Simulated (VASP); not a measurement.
# SnSe in VASP: notebook

Runs on SnSe. Level: r2SCAN. Tasks: single point.

Everything below comes from runs of VASP 6.6.1. Logs are shortened: lines on timing, memory, paths and dates and some standing lists are left out, and cuts for length are marked.

## (1) The cell of the first run

The structure is trigonal, space group R-3m (No. 166). Conventional cell: a = 4.331 Å, b = 4.331 Å, c = 10.178 Å, α = 90.00°, β = 90.00°, γ = 120.00°. Sn (site symmetry -3m) has 6 Se at 3.02 Å within 4.0 Å. Within 4.0 Å of Se (site symmetry -3m) lie 6 Sn at 3.02 Å.

## (2) Single point, r2SCAN (epitaxial 111 strain +2.0%)

POSCAR reads:

```
SnSe
1.0
   -0.0826923332      2.9794630837      2.9794630837
    2.9794630837     -0.0826923332      2.9794630837
    2.9794630837      2.9794630837     -0.0826923332
Sn Se
1 1
Direct
    0.0000000000      0.0000000000      0.0000000000
    0.5000000000      0.5000000000      0.5000000000
```

INCAR.step1 reads:

```
SYSTEM = SnSe
ALGO = Normal ; EDIFF = 1E-4
ENCUT = 520 ; GGA = PE
ISMEAR = -1 ; LASPH = .True.
LCHARG = .False. ; LREAL = .False.
LWAVE = .True. ; NBANDS = 17
NELM = 60 ; PREC = Accurate
SIGMA = 0.02
```

INCAR.step2 reads:

```
SYSTEM = SnSe
ALGO = Normal ; EDIFF = 1E-6
ENCUT = 520 ; ISIF = 2
ISMEAR = -1 ; ISTART = 1
LASPH = .True. ; LCHARG = .False.
LMIXTAU = .True. ; LREAL = .False.
LWAVE = .False. ; METAGGA = R2SCAN
NBANDS = 17 ; NELM = 60
PREC = Accurate ; SIGMA = 0.02
```

KPOINTS reads:

```
k-points
0
Gamma
  8 8 8
  0 0 0
```

Potentials or basis: VASP PAW PBE potentials, release 64 (Sn_d, Se).

Launch:

```bash
$ cat potpaw_PBE.64/Sn_d/POTCAR potpaw_PBE.64/Se/POTCAR > POTCAR
$ cp INCAR.step1 INCAR
$ mpirun -np 1 vasp_std > vasp.out
$ cp INCAR.step2 INCAR
$ mpirun -np 1 vasp_std > vasp.out
```

OUTCAR:

```text
SYSTEM = SnSe
   EDIFF = 1E-6
   ENCUT = 520
   ISIF = 2
   ISMEAR = -1
   ISTART = 1
   LASPH = .True.
   LREAL = .False.
   METAGGA = R2SCAN
   NELM = 60
   PREC = Accurate

 ion  position               nearest neighbor table
   1  0.000  0.000  0.000-   2 3.02   2 3.02   2 3.02   2 3.02   2 3.02   2 3.02
   2  0.500  0.500  0.500-   1 3.02   1 3.02   1 3.02   1 3.02   1 3.02   1 3.02

  LATTYP: Found a trigonal (rhomboedric) cell.
 ALAT       =     4.2144084468
 COS(alpha) =     0.4720640811

  Lattice vectors:

 A1 = (  -0.0826923332,   2.9794630837,   2.9794630837)
 A2 = (   2.9794630837,  -0.0826923332,   2.9794630837)
 A3 = (   2.9794630837,   2.9794630837,  -0.0826923332)

Analysis of symmetry for initial positions (statically):
=====================================================================
 Subroutine PRICEL returns:
 Original cell was already a primitive cell.

 Routine SETGRP: Setting up the symmetry group for a
 trigonal (rhombohedral) supercell.

 Subroutine GETGRP returns: Found 12 space group operations
 (whereof 12 operations were pure point group operations)
 out of a pool of 12 trial point group operations.

The static configuration has the point symmetry D_3d.

Analysis of symmetry for dynamics (positions and initial velocities):
=====================================================================
 Subroutine PRICEL returns:
 Original cell was already a primitive cell.

 Routine SETGRP: Setting up the symmetry group for a
 trigonal (rhombohedral) supercell.

 Subroutine GETGRP returns: Found 12 space group operations
 (whereof 12 operations were pure point group operations)
 out of a pool of 12 trial point group operations.

The dynamic configuration has the point symmetry D_3d.

 Subroutine INISYM returns: Found 12 space group operations
 (whereof 12 operations are pure point group operations),
 and found     1 'primitive' translations

----------------------------------------------------------------------------------------

                                     Primitive cell

  volume of cell :      55.1002

  direct lattice vectors                    reciprocal lattice vectors
    -0.082692333  2.979463084  2.979463084    -0.160985896  0.165581461  0.165581461
     2.979463084 -0.082692333  2.979463084     0.165581461 -0.160985896  0.165581461
     2.979463084  2.979463084 -0.082692333     0.165581461  0.165581461 -0.160985896

  length of vectors
     4.214408447  4.214408447  4.214408447     0.284167027  0.284167027  0.284167027

  position of ions in fractional coordinates (direct lattice)
     0.000000000  0.000000000  0.000000000
     0.500000000  0.500000000  0.500000000

  ion indices of the primitive-cell ions
   primitive index   ion index
                 1           1
                 2           2

----------------------------------------------------------------------------------------

 KPOINTS: k-points

Automatic generation of k-mesh.
 Grid dimensions read from file:
 generate k-points for:    8    8    8

 Generating k-lattice:

  Cartesian coordinates                     Fractional coordinates (reciprocal lattice)
    -0.020123237  0.020697683  0.020697683     0.125000000  0.000000000  0.000000000
     0.020697683 -0.020123237  0.020697683     0.000000000  0.125000000  0.000000000
     0.020697683  0.020697683 -0.020123237     0.000000000  0.000000000  0.125000000

  Length of vectors
     0.035520878  0.035520878  0.035520878

  Shift w.r.t. Gamma in fractional coordinates (k-lattice)
     0.000000000  0.000000000  0.000000000

 Subroutine IBZKPT returns following result:
 ===========================================

 Found     65 irreducible k-points:

 Following reciprocal coordinates:
            Coordinates               Weight
  0.000000  0.000000  0.000000      1.000000
  0.125000  0.000000  0.000000      6.000000
  0.250000  0.000000  0.000000      6.000000
  0.375000  0.000000  0.000000      6.000000
  0.500000  0.000000  0.000000      3.000000
  0.125000  0.125000  0.000000      6.000000
[... 16 lines left out ...]
  0.250000  0.125000  0.125000      6.000000
  0.375000  0.125000  0.125000      6.000000
 [... further k-points ...]
   k-points           NKPTS =     65   k-points in BZ     NKDIM =     65   number of bands    NBANDS=     17
   number of dos      NEDOS =    301   number of ions     NIONS =      2
   total plane-waves  NPLWV =  32768
   dimension x,y,z NGX =    32 NGY =   32 NGZ =   32
   dimension x,y,z NGXF=    64 NGYF=   64 NGZF=   64
   ions per type =               1   1
   NGX,Y,Z   is equivalent  to a cutoff of  12.62, 12.62, 12.62 a.u.
   NGXF,Y,Z  is equivalent  to a cutoff of  25.25, 25.25, 25.25 a.u.
 SYSTEM =  SnSe
   PREC   = accura    normal or accurate (medium, high low for compatibility)
   ISTART =      1    job   : 0-new  1-cont  2-samecut
   ICHARG =      0    charge: 1-file 2-atom 10-const
   ISPIN  =      1    spin polarized calculation?
   LNONCOLLINEAR =      F non collinear calculations
   LSORBIT =      F    spin-orbit coupling
   LASPH  =      T    aspherical Exc in radial PAW
   ENCUT  =  520.0 eV  38.22 Ry    6.18 a.u.   7.84  7.84  7.84*2*pi/ulx,y,z
   NELM   =     60;   NELMIN=  2; NELMDL=  0     # of ELM steps
   EDIFF  = 0.1E-05   stopping-criterion for ELM
   LREAL  =      F    real-space projection
   EDIFFG = 0.1E-04   stopping-criterion for IOM
   NSW    =      0    number of steps for IOM
   IBRION =     -1    ionic relax: 0-MD 1-quasi-New 2-CG
   NFREE  =      0    steps in history (QN), initial steepest desc. (CG)
   ISIF   =      2    stress and relaxation
   ISYM   =      2    0-nonsym 1-usesym 2-fastsym
   POTIM  = 0.5000    time-step for ionic-motion
   TEBEG  =    0.0;   TEEND  =   0.0 temperature during run
   PSTRESS=    0.0 pullay stress
   NELECT =      20.0000    total number of electrons
   NUPDOWN=      -1.0000    fix difference up-down
   EMIN   =  10.00;   EMAX   =-10.00  energy-range for DOS
   EFERMI =   0.00;   METHOD = LEGACY
   ISMEAR =    -1;   SIGMA  =   0.02  broadening in eV -4-tet -1-fermi 0-gaus
   EFERMI_NEDOS =   21; number of points for ismear=-14 and -15
   IALGO  =     38    algorithm
   IMIX   =      4    mixing-type and parameters
     AMIX     =   0.40;   BMIX     =  1.00
     AMIX_MAG =   1.60;   BMIX_MAG =  1.00
  volume/ion in A,a.u.               =      27.55       185.92
  Fermi-wavevector in a.u.,A,eV,Ry     =   1.167796  2.206814 18.554911  1.363748
  Thomas-Fermi vector in A             =   2.304291
   LORBIT       =      0    0 simple, 1 ext, 2 COOP (PROOUT), +10 PAW based schemes
   METAGGA = R2SCAN    functional components
   LHFCALC =     F    Hartree Fock is set to
   AEXX    =    0.0000 exact exchange contribution
   IVDW    =     0    specifies the selected vdW correction
   LEPSILON=     F    determine dielectric tensor
   LRPA    =     F    only Hartree local field effects (RPA)
 non-spin polarized calculation
  energy-cutoff  :      520.00
  volume of cell :       55.10
 maximum number of plane-waves:      1496
   NGX = 15   NGY = 15   NGZ = 15

 number of electron      19.9999998 magnetization

 Free energy of the ion-electron system (eV)
  ---------------------------------------------------
  ext. energy  EPLUGINS =         0.00000000
  ---------------------------------------------------
  free energy    TOTEN  =       -39.87022395 eV

  energy without entropy =      -39.87018802  energy(sigma->0) =      -39.87020599

 E-fermi :   5.7231     XC(G=0): -10.1408

 val. band max:        5.6419356507   @ k =   0.5000   0.0000   0.0000
 cond. band min:       5.7815474522   @ k =   0.5000   0.5000   0.5000
 fundamental gap:      0.1396118015
 Fermi energy:         5.7230792988

 k-point     1 :       0.0000    0.0000    0.0000
  band No.  band energies     occupation
      1     -16.9646      2.00000
      2     -16.9646      2.00000
      3     -16.9619      2.00000
      4     -16.9580      2.00000
      5     -16.9580      2.00000
      6      -9.0541      2.00000
[... 9 lines left out ...]
     16      12.0566      0.00000
     17      13.9129      0.00000

 k-point     2 :       0.1250    0.0000    0.0000
  band No.  band energies     occupation
      1     -16.9658      2.00000
      2     -16.9645      2.00000
      3     -16.9605      2.00000
      4     -16.9582      2.00000
      5     -16.9566      2.00000
      6      -8.9443      2.00000
[... 9 lines left out ...]
     16      12.3612      0.00000
     17      14.9096      0.00000

 k-point     3 :       0.2500    0.0000    0.0000
  band No.  band energies     occupation
      1     -16.9689      2.00000
      2     -16.9661      2.00000
      3     -16.9581      2.00000
      4     -16.9559      2.00000
      5     -16.9529      2.00000
      6      -8.6490      2.00000
[... 9 lines left out ...]
     16      13.3535      0.00000
     17      17.0359      0.00000

 k-point     4 :       0.3750    0.0000    0.0000
  band No.  band energies     occupation
      1     -16.9720      2.00000
      2     -16.9682      2.00000
      3     -16.9576      2.00000
      4     -16.9512      2.00000
      5     -16.9492      2.00000
      6      -8.2939      2.00000
[... 9 lines left out ...]
     16      14.8835      0.00000
     17      17.1648      0.00000

 k-point     5 :       0.5000    0.0000    0.0000
  band No.  band energies     occupation
      1     -16.9734      2.00000
      2     -16.9692      2.00000
      3     -16.9574      2.00000
      4     -16.9493      2.00000
      5     -16.9477      2.00000
      6      -8.1205      2.00000
[... 9 lines left out ...]
     16      15.6839      0.00000
     17      16.7443      0.00000

 k-point     6 :       0.1250    0.1250    0.0000
  band No.  band energies     occupation
      1     -16.9668      2.00000
      2     -16.9627      2.00000
      3     -16.9615      2.00000
      4     -16.9579      2.00000
      5     -16.9562      2.00000
      6      -8.9048      2.00000
[... 9 lines left out ...]
     16      12.8622      0.00000
     17      14.1217      0.00000

 k-point     7 :       0.2500    0.1250    0.0000
  band No.  band energies     occupation
      1     -16.9704      2.00000
      2     -16.9633      2.00000
      3     -16.9605      2.00000
      4     -16.9550      2.00000
      5     -16.9536      2.00000
      6      -8.6682      2.00000
[... 9 lines left out ...]
     16      13.9078      0.00000
     17      15.3758      0.00000

 k-point     8 :       0.3750    0.1250   -0.0000
  band No.  band energies     occupation
      1     -16.9739      2.00000
      2     -16.9653      2.00000
      3     -16.9590      2.00000
      4     -16.9514      2.00000
      5     -16.9500      2.00000
      6      -8.3265      2.00000
[... 9 lines left out ...]
     16      15.3940      0.00000
     17      17.1469      0.00000
[... 203 lines left out ...]
      1     -16.9899      2.00000
      2     -16.9653      2.00000
      3     -16.9567      2.00000
      4     -16.9456      2.00000
      5     -16.9440      2.00000
      6      -7.8642      2.00000
[... 9 lines left out ...]
     16      17.0897      0.00000
     17      17.5354      0.00000

 k-point    20 :      -0.3750    0.3750    0.0000
  band No.  band energies     occupation
      1     -16.9861      2.00000
      2     -16.9613      2.00000
      3     -16.9598      2.00000
      4     -16.9467      2.00000
      5     -16.9465      2.00000
      6      -7.8286      2.00000
[... 9 lines left out ...]
     16      15.9570      0.00000
     17      18.1119      0.00000

 k-point    21 :       0.5000    0.5000    0.0000
  band No.  band energies     occupation
      1     -16.9935      2.00000
      2     -16.9672      2.00000
      3     -16.9549      2.00000
      4     -16.9445      2.00000
      5     -16.9422      2.00000
      6      -7.8134      2.00000
[... 9 lines left out ...]
     16      17.4577      0.00000
     17      18.5916      0.00000

 k-point    22 :       0.1250    0.1250    0.1250
  band No.  band energies     occupation
      1     -16.9636      2.00000
      2     -16.9636      2.00000
      3     -16.9616      2.00000
      4     -16.9581      2.00000
      5     -16.9581      2.00000
      6      -8.9359      2.00000
[... 9 lines left out ...]
     16      11.8811      0.00000
     17      15.0659      0.00000

 k-point    23 :       0.2500    0.1250    0.1250
  band No.  band energies     occupation
      1     -16.9667      2.00000
      2     -16.9637      2.00000
      3     -16.9603      2.00000
      4     -16.9567      2.00000
      5     -16.9556      2.00000
      6      -8.7586      2.00000
[... 9 lines left out ...]
     16      13.4622      0.00000
     17      14.7313      0.00000

 k-point    24 :       0.3750    0.1250    0.1250
  band No.  band energies     occupation
      1     -16.9698      2.00000
      2     -16.9665      2.00000
      3     -16.9589      2.00000
      4     -16.9529      2.00000
      5     -16.9517      2.00000
      6      -8.4356      2.00000
[... 9 lines left out ...]
     16      15.3295      0.00000
     17      15.9622      0.00000

 [... further k-points ...]

------------------------ aborting loop because EDIFF is reached ----------------------------------------

  FORCE on cell =-STRESS in cart. coord.  units (eV):
  Direction    XX          YY          ZZ          XY          YZ          ZX
  --------------------------------------------------------------------------------------
  -------------------------------------------------------------------------------------
  Total       -0.2370126     -0.2370126     -0.2370126      0.1752056      0.1752056      0.1752056
  in kB       -6.8917331     -6.8917331     -6.8917331      5.0945405      5.0945405      5.0945405
  external PRESSURE =      -6.8917331 kB  Pullay stress =       0.0000000 kB

 VOLUME and BASIS-vectors are now :
 -----------------------------------------------------------------------------
  energy-cutoff  :      520.00
  volume of cell :       55.10
      direct lattice vectors                 reciprocal lattice vectors
    -0.082692333  2.979463084  2.979463084    -0.160985896  0.165581461  0.165581461
     2.979463084 -0.082692333  2.979463084     0.165581461 -0.160985896  0.165581461
     2.979463084  2.979463084 -0.082692333     0.165581461  0.165581461 -0.160985896

 POSITION                                       TOTAL-FORCE (eV/Angst)
 -----------------------------------------------------------------------------------
      0.00000      0.00000      0.00000         0.000000     -0.000000      0.000000
      2.93812      2.93812      2.93812        -0.000000      0.000000     -0.000000
 -----------------------------------------------------------------------------------
    total drift:                                0.000000     -0.000000     -0.000000

  FREE ENERGIE OF THE ION-ELECTRON SYSTEM (eV)
  ---------------------------------------------------
  free  energy   TOTEN  =       -39.8702239544 eV

  energy  without entropy=      -39.8701880232  energy(sigma->0) =      -39.87020599
```

Wall time 60 s (1 thread of Intel Xeon 6975P-C (Granite Rapids), shared host); peak memory 0.22 GiB.

What came out:

```yaml
Free_energy: -39.8702 eV
Pressure: -0.7 GPa
Band_gap_on_the_k_mesh: 0.14 eV (least direct gap 0.40 eV)
```

Levels at points of the mesh, in eV from the valence-band top:
```
           k point  band 8  band 9  band 10  band 11  band 12  band 13
(0.00, 0.00, 0.00)   -2.76   -2.76    -2.43     4.20     4.31     4.31
(0.50, 0.00, 0.00)   -2.41   -2.28     0.00     0.43     1.09     1.28
(0.50, 0.50, 0.00)   -5.92   -4.23    -3.95     3.11     5.24     5.38
(0.50, 0.50, 0.50)   -2.51   -2.51    -0.26     0.14     0.88     0.88
```

Caveat: the cell differs from its parent crystal (epitaxial 111 strain +2.0%); the structure was generated, so it needn't be the stable form of SnSe; semilocal functionals underestimate gaps, and a narrow one can read as zero; the PAW data sets were made with another functional, which shifts forces and pressure a little; spin-orbit coupling is left out, which moves the levels of the heavy elements.

## (3) Single point, r2SCAN, non-collinear spin, zero start, spin-orbit coupling

This run uses another cell than the first one, of 27.06 Å³/atom.

POSCAR reads:

```
SnSe
1.0
    0.0000000000      3.0021131537      3.0021131537
    3.0021131537      0.0000000000      3.0021131537
    3.0021131537      3.0021131537      0.0000000000
Sn Se
1 1
Direct
    0.0000000000      0.0000000000      0.0000000000
    0.5000000000      0.5000000000      0.5000000000
```

INCAR.step1 reads:

```
  PREC = Accurate
  ENCUT = 520
  ISMEAR = -1
  SIGMA = 0.02
  LREAL = F
  LASPH = T
  NELM = 150
  MAGMOM = 0 0 0 0 0 0
  LSORBIT = T
  GGA_COMPAT = F
  NBANDS = 32
  GGA = PE
  ALGO = Normal
  EDIFF = 1E-4
  LWAVE = T
  LCHARG = F
```

INCAR.step2 reads:

```
  PREC = Accurate
  ENCUT = 520
  EDIFF = 1E-6
  ISMEAR = -1
  SIGMA = 0.02
  LREAL = F
  LASPH = T
  NELM = 150
  ALGO = Normal
  ISIF = 2
  LWAVE = F
  LCHARG = T
  MAGMOM = 0 0 0 0 0 0
  LORBIT = 11
  LSORBIT = T
  GGA_COMPAT = F
  LORBMOM = T
  METAGGA = R2SCAN
  LMIXTAU = T
  LVHAR = T
  NBANDS = 32
  ISTART = 1
```

KPOINTS reads:

```
regular mesh
0
Gamma
  8 8 8
```

Potentials or basis: VASP PAW PBE potentials, release 64 (Sn_d, Se).

Launch:

```bash
$ cat potpaw_PBE.64/Sn_d/POTCAR potpaw_PBE.64/Se/POTCAR > POTCAR
$ cp INCAR.step1 INCAR
$ mpirun -np 1 vasp_ncl > vasp.out
$ cp INCAR.step2 INCAR
$ mpirun -np 1 vasp_ncl > vasp.out
```

It took 2.8 min on 1 thread of Intel Xeon 6975P-C (Granite Rapids), shared host; peak memory 0.4 GiB.

The run converged. Its results:

```
Free energy                                           : -39.9392 eV
Pressure                                              : 0.3 GPa
Net moment                                            : 0.00 μB per cell
Valence electrons inside the program's atomic spheres : Sn 12.04; Se 3.85
```

Moments on the atoms (μB; x, y, z):
```
Sn  0.00 0.00 0.00
Se  0.00 0.00 0.00
```

Caveat: the structure was generated, so it needn't be the stable form of SnSe; the PAW data sets were made with another functional, which shifts forces and pressure a little.
